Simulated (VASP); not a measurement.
Wanted: the native input for a VASP 6.6.1 run.

```yaml
Task: density of states
Functional: PBE
Potentials_or_basis: VASP PAW PBE potentials, release 64 (Sr_sv)
Cutoff: 520 eV
k_mesh: 12 × 12 × 12
Occupations: fermi-dirac, width 0.1 eV
Spin: no spin polarisation
Dipole_correction: no
k_mesh_for_the_DOS: 18 × 18 × 18
Occupations_for_the_DOS: tetrahedron
Further_INCAR_settings: ALGO = Normal; EDIFF = 1e-06; NBANDS = 17
```

Crystal: Sr.

```
Sr
1.0
    -3.73534    3.73534    2.00754
     3.73534   -3.73534    2.00754
     3.73534    3.73534   -2.00754
Sr
2
Direct
  0.62500 0.87500 0.75000
  0.37500 0.12500 0.25000
```

These files were run (other wordings do the same):

POSCAR

```
Sr
1.0
   -3.7353390340      3.7353390340      2.0075404371
    3.7353390340     -3.7353390340      2.0075404371
    3.7353390340      3.7353390340     -2.0075404371
Sr
2
Direct
   -0.3750000000     -0.1250000000     -0.2500000000
    0.3750000000      0.1250000000      0.2500000000
```

INCAR.step1

```
PREC = Accurate
ENCUT = 520
EDIFF = 1E-6
ISMEAR = -1
SIGMA = 0.1
LREAL = False
LASPH = True
NELM = 100
ALGO = Normal
ISIF = 2
LWAVE = False
LCHARG = True
GGA = PE
NBANDS = 17
```

KPOINTS.step1

```
Automatic mesh
0
Gamma
  12 12 12
```

INCAR.step2

```
PREC = Accurate
ENCUT = 520
EDIFF = 1E-6
ISMEAR = -5
SIGMA = 0.1
LREAL = False
LASPH = True
NELM = 100
ALGO = Normal
ISIF = 2
LWAVE = False
LCHARG = False
GGA = PE
LORBIT = 11
NBANDS = 17
NEDOS = 2001
ICHARG = 11
```

KPOINTS.step2

```
Automatic mesh
0
Gamma
  18 18 18
```

Potentials or basis: VASP PAW PBE potentials, release 64 (Sr_sv).

The run is started by

```console
$ cat potpaw_PBE.64/Sr_sv/POTCAR > POTCAR
$ cp INCAR.step1 INCAR
$ cp KPOINTS.step1 KPOINTS
$ mpirun -np 1 vasp_std > vasp.out
$ cp INCAR.step2 INCAR
$ cp KPOINTS.step2 KPOINTS
$ mpirun -np 1 vasp_std > vasp.out
```

It gave:

```json
{
 "Valence electrons inside the program's atomic spheres": "Sr 7.92"
}
```

Wall time 16 min on 1 thread of Oxide Virtual Turin-like Processor, with other jobs on the host, peak memory 0.79 GiB.
